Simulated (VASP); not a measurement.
# La (Im-3m) in VASP: a series of runs

La is run at these levels: LDA, revPBE, PBEsol; tasks: single point.

Program: VASP 6.6.1. These are calculated values, not measurements. Logs are shortened: lines on timing, memory, paths and dates and some standing lists are left out, and cuts for length are marked.

## (1) The cell of the first run

The structure is cubic, space group Im-3m (No. 229). Conventional cell: a = 4.248 Å, b = 4.248 Å, c = 4.248 Å, α = 90.00°, β = 90.00°, γ = 90.00°. La (site symmetry m-3m) has 14 La at 3.68 to 4.25 Å within 4.8 Å.

## (2) Single point, LDA

File INCAR:

```
PREC = Accurate
ENCUT = 520
EDIFF = 1E-6
ISMEAR = -1
SIGMA = 0.1
LREAL = False
LASPH = True
NELM = 80
ALGO = Normal
ISIF = 2
LWAVE = False
LCHARG = False
GGA = CA
NBANDS = 18
```

File KPOINTS:

```
Automatic mesh
0
Gamma
  6 6 6
```

File POSCAR:

```
La
1.0
    4.2476621400      0.0000000000      0.0000000000
    0.0000000000      4.2476621400      0.0000000000
    0.0000000000      0.0000000000      4.2476621400
La
2
Direct
    0.0000000000      0.0000000000      0.0000000000
    0.5000000000      0.5000000000      0.5000000000
```

Potentials or basis: VASP PAW LDA potentials, release 64 (La).

The run is started by

```sh
$ cat potpaw_LDA.64/La/POTCAR > POTCAR
$ mpirun -np 1 vasp_std > vasp.out
```

OUTCAR:

```text
PREC = Accurate
   ENCUT = 520
   EDIFF = 1E-6
   ISMEAR = -1
   LREAL = False
   LASPH = True
   NELM = 80
   ISIF = 2
   GGA = CA

 ion  position               nearest neighbor table
   1  0.000  0.000  0.000-   2 3.68   2 3.68   2 3.68   2 3.68   2 3.68   2 3.68   2 3.68   2 3.68

   2  0.500  0.500  0.500-   1 3.68   1 3.68   1 3.68   1 3.68   1 3.68   1 3.68   1 3.68   1 3.68

  LATTYP: Found a simple cubic cell.
 ALAT       =     4.2476621400

  Lattice vectors:

 A1 = (   4.2476621400,   0.0000000000,   0.0000000000)
 A2 = (   0.0000000000,   4.2476621400,   0.0000000000)
 A3 = (   0.0000000000,   0.0000000000,   4.2476621400)

Analysis of symmetry for initial positions (statically):
=====================================================================
 Subroutine PRICEL returns following result:

  LATTYP: Found a body centered cubic cell.
 ALAT       =     4.2476621400

  Lattice vectors:

 A1 = (   2.1238310700,   2.1238310700,  -2.1238310700)
 A2 = (  -2.1238310700,   2.1238310700,   2.1238310700)
 A3 = (   2.1238310700,  -2.1238310700,   2.1238310700)

   2 primitive cells build up your supercell.

 Routine SETGRP: Setting up the symmetry group for a
 simple cubic supercell.

 Subroutine GETGRP returns: Found 48 space group operations
 (whereof 48 operations were pure point group operations)
 out of a pool of 48 trial point group operations.

The static configuration has the point symmetry O_h .

Analysis of symmetry for dynamics (positions and initial velocities):
=====================================================================
 Subroutine PRICEL returns following result:

  LATTYP: Found a body centered cubic cell.
 ALAT       =     4.2476621400

  Lattice vectors:

 A1 = (   2.1238310700,   2.1238310700,  -2.1238310700)
 A2 = (  -2.1238310700,   2.1238310700,   2.1238310700)
 A3 = (   2.1238310700,  -2.1238310700,   2.1238310700)

   2 primitive cells build up your supercell.

 Routine SETGRP: Setting up the symmetry group for a
 simple cubic supercell.

 Subroutine GETGRP returns: Found 48 space group operations
 (whereof 48 operations were pure point group operations)
 out of a pool of 48 trial point group operations.

The dynamic configuration has the point symmetry O_h .

 Subroutine INISYM returns: Found 48 space group operations
 (whereof 48 operations are pure point group operations),
 and found     2 'primitive' translations

----------------------------------------------------------------------------------------

                                     Primitive cell

  volume of cell :      38.3195

  direct lattice vectors                    reciprocal lattice vectors
     2.123831070  2.123831070 -2.123831070     0.235423621  0.235423621  0.000000000
    -2.123831070  2.123831070  2.123831070     0.000000000  0.235423621  0.235423621
     2.123831070 -2.123831070  2.123831070     0.235423621  0.000000000  0.235423621

  length of vectors
     3.678583320  3.678583320  3.678583320     0.332939277  0.332939277  0.332939277

  position of ions in fractional coordinates (direct lattice)
     0.000000000  0.000000000  0.000000000

  ion indices of the primitive-cell ions
   primitive index   ion index
                 1           1

----------------------------------------------------------------------------------------

 KPOINTS: Automatic mesh

Automatic generation of k-mesh.
 Grid dimensions read from file:
 generate k-points for:    6    6    6

 Generating k-lattice:

  Cartesian coordinates                     Fractional coordinates (reciprocal lattice)
     0.039237270  0.000000000  0.000000000     0.166666667  0.000000000  0.000000000
     0.000000000  0.039237270  0.000000000     0.000000000  0.166666667  0.000000000
     0.000000000  0.000000000  0.039237270     0.000000000  0.000000000  0.166666667

  Length of vectors
     0.039237270  0.039237270  0.039237270

  Shift w.r.t. Gamma in fractional coordinates (k-lattice)
     0.000000000  0.000000000  0.000000000

 Subroutine IBZKPT returns following result:
 ===========================================

 Found     20 irreducible k-points:

 Following reciprocal coordinates:
            Coordinates               Weight
  0.000000  0.000000  0.000000      1.000000
  0.166667  0.000000  0.000000      6.000000
  0.333333  0.000000  0.000000      6.000000
  0.500000  0.000000  0.000000      3.000000
  0.166667  0.166667  0.000000     12.000000
  0.333333  0.166667  0.000000     24.000000
[... 12 lines left out ...]
  0.500000  0.500000  0.333333      6.000000
  0.500000  0.500000  0.500000      1.000000
   k-points           NKPTS =     20   k-points in BZ     NKDIM =     20   number of bands    NBANDS=     18
   number of dos      NEDOS =    301   number of ions     NIONS =      2
   total plane-waves  NPLWV =  32768
   dimension x,y,z NGX =    32 NGY =   32 NGZ =   32
   dimension x,y,z NGXF=    64 NGYF=   64 NGZF=   64
   ions per type =               2
   NGX,Y,Z   is equivalent  to a cutoff of  12.52, 12.52, 12.52 a.u.
   NGXF,Y,Z  is equivalent  to a cutoff of  25.05, 25.05, 25.05 a.u.
 SYSTEM =  unknown system
   PREC   = accura    normal or accurate (medium, high low for compatibility)
   ISTART =      0    job   : 0-new  1-cont  2-samecut
   ICHARG =      2    charge: 1-file 2-atom 10-const
   ISPIN  =      1    spin polarized calculation?
   LNONCOLLINEAR =      F non collinear calculations
   LSORBIT =      F    spin-orbit coupling
   LASPH  =      T    aspherical Exc in radial PAW
   ENCUT  =  520.0 eV  38.22 Ry    6.18 a.u.   7.90  7.90  7.90*2*pi/ulx,y,z
   NELM   =     80;   NELMIN=  2; NELMDL= -5     # of ELM steps
   EDIFF  = 0.1E-05   stopping-criterion for ELM
   LREAL  =      F    real-space projection
   EDIFFG = 0.1E-04   stopping-criterion for IOM
   NSW    =      0    number of steps for IOM
   IBRION =     -1    ionic relax: 0-MD 1-quasi-New 2-CG
   NFREE  =      0    steps in history (QN), initial steepest desc. (CG)
   ISIF   =      2    stress and relaxation
   ISYM   =      2    0-nonsym 1-usesym 2-fastsym
   POTIM  = 0.5000    time-step for ionic-motion
   TEBEG  =    0.0;   TEEND  =   0.0 temperature during run
   PSTRESS=    0.0 pullay stress
   NELECT =      22.0000    total number of electrons
   NUPDOWN=      -1.0000    fix difference up-down
   EMIN   =  10.00;   EMAX   =-10.00  energy-range for DOS
   EFERMI =   0.00;   METHOD = LEGACY
   ISMEAR =    -1;   SIGMA  =   0.10  broadening in eV -4-tet -1-fermi 0-gaus
   EFERMI_NEDOS =   21; number of points for ismear=-14 and -15
   IALGO  =     38    algorithm
   IMIX   =      4    mixing-type and parameters
     AMIX     =   0.40;   BMIX     =  1.00
     AMIX_MAG =   1.60;   BMIX_MAG =  1.00
  volume/ion in A,a.u.               =      38.32       258.59
  Fermi-wavevector in a.u.,A,eV,Ry     =   1.079939  2.040788 15.868033  1.166268
  Thomas-Fermi vector in A             =   2.215917
   LORBIT       =      0    0 simple, 1 ext, 2 COOP (PROOUT), +10 PAW based schemes
   GGA     = CA    functional components
   LHFCALC =     F    Hartree Fock is set to
   AEXX    =    0.0000 exact exchange contribution
   IVDW    =     0    specifies the selected vdW correction
   LEPSILON=     F    determine dielectric tensor
   LRPA    =     F    only Hartree local field effects (RPA)
 non-spin polarized calculation
  energy-cutoff  :      520.00
  volume of cell :       76.64
 maximum number of plane-waves:      2103
 NGX is ok and might be reduce to    32

 number of electron      21.9999994 magnetization

 Free energy of the ion-electron system (eV)
  ---------------------------------------------------
  ext. energy  EPLUGINS =         0.00000000
  ---------------------------------------------------
  free energy    TOTEN  =       -10.83579072 eV

  energy without entropy =      -10.66496717  energy(sigma->0) =      -10.75037895

 E-fermi :   7.3532     XC(G=0):  -9.6393

 val. band max:        7.3387123289   @ k =   0.3333   0.3333   0.1667
 cond. band min:       7.3941160748   @ k =   0.5000   0.1667   0.0000
 fundamental gap:      0.0554037459
 Fermi energy:         7.3531529784

 k-point     1 :       0.0000    0.0000    0.0000
  band No.  band energies     occupation
      1     -25.4529      2.00000
      2     -25.1333      2.00000
      3      -9.3560      2.00000
      4      -9.3560      2.00000
      5      -9.3560      2.00000
      6      -8.4865      2.00000
[... 10 lines left out ...]
     17       8.9260      0.00000
     18       8.9265      0.00000

 k-point     2 :       0.1667    0.0000    0.0000
  band No.  band energies     occupation
      1     -25.4286      2.00000
      2     -25.1516      2.00000
      3      -9.3643      2.00000
      4      -9.2976      2.00000
      5      -9.2976      2.00000
      6      -8.6204      2.00000
[... 10 lines left out ...]
     17       8.8856      0.00000
     18       8.8921      0.00000

 k-point     3 :       0.3333    0.0000    0.0000
  band No.  band energies     occupation
      1     -25.3643      2.00000
      2     -25.2040      2.00000
      3      -9.3396      2.00000
      4      -9.1378      2.00000
      5      -9.1378      2.00000
      6      -8.9197      2.00000
[... 10 lines left out ...]
     17       8.7326      0.00000
     18       8.7403      0.00000

 k-point     4 :       0.5000    0.0000    0.0000
  band No.  band energies     occupation
      1     -25.2811      2.00000
      2     -25.2811      2.00000
      3      -9.1960      2.00000
      4      -9.1960      2.00000
      5      -8.9193      2.00000
      6      -8.9193      2.00000
[... 291 lines left out ...]
      4      -9.5063      2.00000
      5      -9.0981      2.00000
      6      -9.0981      2.00000
[... 10 lines left out ...]
     17       8.9597      0.00000
     18       8.9616      0.00000

 k-point    19 :       0.5000    0.5000    0.3333
  band No.  band energies     occupation
      1     -25.2540      2.00000
      2     -25.2540      2.00000
      3      -9.4666      2.00000
      4      -9.4666      2.00000
      5      -9.0911      2.00000
      6      -9.0911      2.00000
[... 10 lines left out ...]
     17       8.9959      0.00000
     18       9.0125      0.00000

 k-point    20 :       0.5000    0.5000    0.5000
  band No.  band energies     occupation
      1     -25.2503      2.00000
      2     -25.2503      2.00000
      3      -9.1558      2.00000
      4      -9.1558      2.00000
      5      -9.1558      2.00000
      6      -9.1558      2.00000
[... 10 lines left out ...]
     17       9.1030      0.00000
     18       9.1179      0.00000

------------------------ aborting loop because EDIFF is reached ----------------------------------------

  FORCE on cell =-STRESS in cart. coord.  units (eV):
  Direction    XX          YY          ZZ          XY          YZ          ZX
  --------------------------------------------------------------------------------------
  -------------------------------------------------------------------------------------
  Total       -1.6976537     -1.6976537     -1.6976537     -0.0000000      0.0000000     -0.0000000
  in kB      -35.4903102    -35.4903102    -35.4903102     -0.0000000      0.0000000     -0.0000000
  external PRESSURE =     -35.4903102 kB  Pullay stress =       0.0000000 kB

 VOLUME and BASIS-vectors are now :
 -----------------------------------------------------------------------------
  energy-cutoff  :      520.00
  volume of cell :       76.64
      direct lattice vectors                 reciprocal lattice vectors
     4.247662140  0.000000000  0.000000000     0.235423621  0.000000000  0.000000000
     0.000000000  4.247662140  0.000000000     0.000000000  0.235423621  0.000000000
     0.000000000  0.000000000  4.247662140     0.000000000  0.000000000  0.235423621

 POSITION                                       TOTAL-FORCE (eV/Angst)
 -----------------------------------------------------------------------------------
      0.00000      0.00000      0.00000         0.000000      0.000000      0.000000
      2.12383      2.12383      2.12383        -0.000000     -0.000000     -0.000000
 -----------------------------------------------------------------------------------
    total drift:                                0.000000      0.000000     -0.000000

  FREE ENERGIE OF THE ION-ELECTRON SYSTEM (eV)
  ---------------------------------------------------
  free  energy   TOTEN  =       -10.8357907208 eV

  energy  without entropy=      -10.6649671731  energy(sigma->0) =      -10.75037895
```

It took 13 s on 1 thread of Intel Xeon Platinum 8559C (Emerald Rapids), shared host; peak memory 0.16 GiB.

Results:

```yaml
Free_energy: -10.8358 eV
Pressure: -3.5 GPa
Band_gap_on_the_k_mesh: zero (band 11 reaches 7.77 eV, above the bottom of band 12 at 7.08 eV)
```

Caveat: spin-orbit coupling is left out, which moves the levels of the heavy elements.

## (3) Single point, revPBE, non-collinear spin, typed start, spin-orbit coupling

This run uses another cell than the first one: it holds 1 atom, not 2.

File INCAR:

```
SYSTEM = La
PREC = Accurate
ENCUT = 520
EDIFF = 1E-6
ISMEAR = 1
SIGMA = 0.05
LREAL = .False.
LASPH = .True.
NELM = 150
ALGO = Fast
ISIF = 2
LWAVE = .False.
LCHARG = .False.
MAGMOM = 0 0 0.5
LORBIT = 11
LSORBIT = .True.
GGA_COMPAT = .False.
LORBMOM = .True.
LMAXMIX = 6
GGA = RE
NBANDS = 22
```

File KPOINTS:

```
Automatic mesh
0
Gamma
  7 7 7
  0 0 0
```

File POSCAR:

```
La
1.0
   -2.0656143684      2.0656143684      2.0656143684
    2.0656143684     -2.0656143684      2.0656143684
    2.0656143684      2.0656143684     -2.0656143684
La
1
Direct
    0.0000000000      0.0000000000      0.0000000000
```

Potentials or basis: VASP PAW PBE potentials, release 64 (La).

The run is started by

```sh
$ cat potpaw_PBE.64/La/POTCAR > POTCAR
$ mpirun -np 1 vasp_ncl > vasp.out
```

OUTCAR:

```text
SYSTEM = La
   PREC = Accurate
   ENCUT = 520
   EDIFF = 1E-6
   ISMEAR = 1
   LREAL = .False.
   LASPH = .True.
   NELM = 150
   ISIF = 2
   LORBIT = 11
   LSORBIT = .True.
   GGA = RE

 ion  position               nearest neighbor table
   1  0.000  0.000  0.000-

  LATTYP: Found a body centered cubic cell.
 ALAT       =     4.1312287368

  Lattice vectors:

 A1 = (  -2.0656143684,   2.0656143684,   2.0656143684)
 A2 = (   2.0656143684,  -2.0656143684,   2.0656143684)
[... 851 lines left out ...]
 ------------------------------------------------
  1        -0.000  -0.002  -0.001  -0.003
 ------------------------------------------------
           -0.000  -0.002  -0.001  -0.003

 Spin-Orbit-Coupling matrix elements

 Ion:    1  E_soc:     -0.6000313
 l=   1
     0.0000000    -0.0987258    -0.0989122
    -0.0987258     0.0000000    -0.0987258
    -0.0989122    -0.0987258     0.0000000
 l=   2
     0.0000000    -0.0000276     0.0000000    -0.0000276    -0.0010349
    -0.0000276     0.0000000    -0.0008328    -0.0000501    -0.0002764
     0.0000000    -0.0008328     0.0000000    -0.0008328     0.0000000
    -0.0000276    -0.0000501    -0.0008328     0.0000000    -0.0002764
    -0.0010349    -0.0002764     0.0000000    -0.0002764     0.0000000
 l=   3
     0.0000000    -0.0000079     0.0000000     0.0000000     0.0000000    -0.0000004    -0.0000745
    -0.0000079     0.0000000    -0.0000131     0.0000000    -0.0000131    -0.0000248    -0.0000079
     0.0000000    -0.0000131     0.0000000    -0.0000388    -0.0000006    -0.0000366     0.0000000
     0.0000000     0.0000000    -0.0000388     0.0000000    -0.0000388     0.0000000     0.0000000
     0.0000000    -0.0000131    -0.0000006    -0.0000388     0.0000000    -0.0000366     0.0000000
    -0.0000004    -0.0000248    -0.0000366     0.0000000    -0.0000366     0.0000000    -0.0000004
    -0.0000745    -0.0000079     0.0000000     0.0000000     0.0000000    -0.0000004     0.0000000

 total charge

# of ion       s       p       d       f       tot
--------------------------------------------------
    1        2.059   5.562   0.940   0.077   8.638

 magnetization (x)

# of ion       s       p       d       f       tot
--------------------------------------------------
    1        0.000  -0.000   0.000   0.000  -0.000

 magnetization (y)

# of ion       s       p       d       f       tot
--------------------------------------------------
    1        0.000  -0.000  -0.000  -0.000  -0.000

 magnetization (z)

# of ion       s       p       d       f       tot
--------------------------------------------------
    1       -0.000   0.010   0.155   0.018   0.182
```

It took 5.4 min on 1 thread of Intel Xeon Platinum 8375C at 2.90GHz (Ice Lake), shared host; peak memory 0.3 GiB.

What came out:

| Quantity | Value |
| --- | --- |
| Free energy | -4.7476 eV |
| Pressure | 3.7 GPa |
| Net moment | 0.38 μB per cell |
| Valence electrons inside the program's atomic spheres | La 8.64 |

Moments on the atoms (μB; x, y, z):
```
La  0.00 0.00 0.18
```

Caveat: the PAW data sets were made with another functional, which shifts forces and pressure a little.

## (4) Single point, PBEsol

This run uses another cell than the first one: it holds 1 atom, not 2.

File INCAR:

```
SYSTEM = La
ALGO = Normal ; EDIFF = 1E-6
ENCUT = 520 ; GGA = PS
ISIF = 2 ; ISMEAR = -1
LASPH = .True. ; LCHARG = .False.
LREAL = .False. ; LWAVE = .False.
NBANDS = 12 ; NELM = 100
PREC = Accurate ; SIGMA = 0.05
```

File KPOINTS:

```
k-points
0
Gamma
  9 9 9
  0 0 0
```

File POSCAR:

```
La
1.0
   -2.0804754144      2.0804754144      2.0804754144
    2.0804754144     -2.0804754144      2.0804754144
    2.0804754144      2.0804754144     -2.0804754144
La
1
Direct
    0.0000000000      0.0000000000      0.0000000000
```

The run is started by

```sh
$ cat potpaw_PBE.64/La/POTCAR > POTCAR
$ mpirun -np 1 vasp_std > vasp.out
```

Wall time 30 s (1 thread of AMD EPYC 7R43 (Zen 3), shared host); peak memory 0.14 GiB.

It converged, with:

```yaml
Free_energy: -5.2200 eV
Pressure: -1.1 GPa
```

Levels at points of the mesh, in eV from the Fermi level:
| k point | band 2 | band 3 | band 4 | band 5 | band 6 | band 7 | band 8 | band 9 | band 10 | band 11 |
| --- | --- | --- | --- | --- | --- | --- | --- | --- | --- | --- |
| (0.00, 0.00, 0.00) | -15.66 | -15.66 | -15.66 | -3.21 | 1.52 | 1.52 | 1.52 | 1.60 | 1.60 | 1.60 |

Caveat: the PAW data sets were made with another functional, which shifts forces and pressure a little; spin-orbit coupling is left out, which moves the levels of the heavy elements.

## (5) Overview

```tsv
level	potentials or basis	spin	cell	k mesh	smearing	gap on the mesh (eV)	pressure (GPa)
LDA	VASP PAW LDA potentials, release 64 (La)	off	a = 4.248 Å, 2 atoms	6 × 6 × 6	fermi-dirac 0.1 eV	none	-3.5
revPBE	VASP PAW PBE potentials, release 64 (La)	non-collinear, typed start, SOC	a = 3.578 Å, angles 109.5°, 1 atom	7 × 7 × 7	methfessel-paxton 0.05 eV	-	3.7
PBEsol	VASP PAW PBE potentials, release 64 (La)	off	a = 3.603 Å, angles 109.5°, 1 atom	9 × 9 × 9	fermi-dirac 0.05 eV	none	-1.1
```

Alike in all rows: task single point; cutoff (eV) 520.

Caveats: spin-orbit coupling is left out, which moves the levels of the heavy elements (some runs); the PAW data sets were made with another functional, which shifts forces and pressure a little (some runs).

Total energies depend on the potentials used, so only differences within one code and one set of settings carry meaning.
